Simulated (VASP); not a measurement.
Here is a VASP 6.6.1 calculation.

INCAR

```
SYSTEM = Pt
PREC = Accurate
ENCUT = 520
EDIFF = 1E-7
ISMEAR = -1
SIGMA = 0.05
LREAL = .False.
LASPH = .True.
NELM = 80
ALGO = Normal
ISIF = 2
LWAVE = .False.
LCHARG = .True.
GGA = PS
LELF = .True.
LVHAR = .True.
NBANDS = 11
```

Contents of KPOINTS:

```
Automatic mesh
0
Gamma
  19 19 19
  0 0 0
```

The input POSCAR:

```
Pt
1.0
    0.0000000000      1.9492251846      1.9492251846
    1.9492251846      0.0000000000      1.9492251846
    1.9492251846      1.9492251846      0.0000000000
Pt
1
Direct
    0.0000000000      0.0000000000      0.0000000000
```

Potentials or basis: VASP PAW PBE potentials, release 64 (Pt).

Command:

```bash
$ cat potpaw_PBE.64/Pt/POTCAR > POTCAR
$ mpirun -np 1 vasp_std > vasp.out
```

Problem. Estimate the pressure.

Solution. 4.1 GPa.

Problem. What does it give for the band gap on the k mesh?

Solution. Zero (band 5 reaches 11.93 eV, above the bottom of band 6 at 9.66 eV).

Caveat: the PAW data sets were made with another functional, which shifts forces and pressure a little; spin-orbit coupling is left out, which moves the levels of the heavy elements.
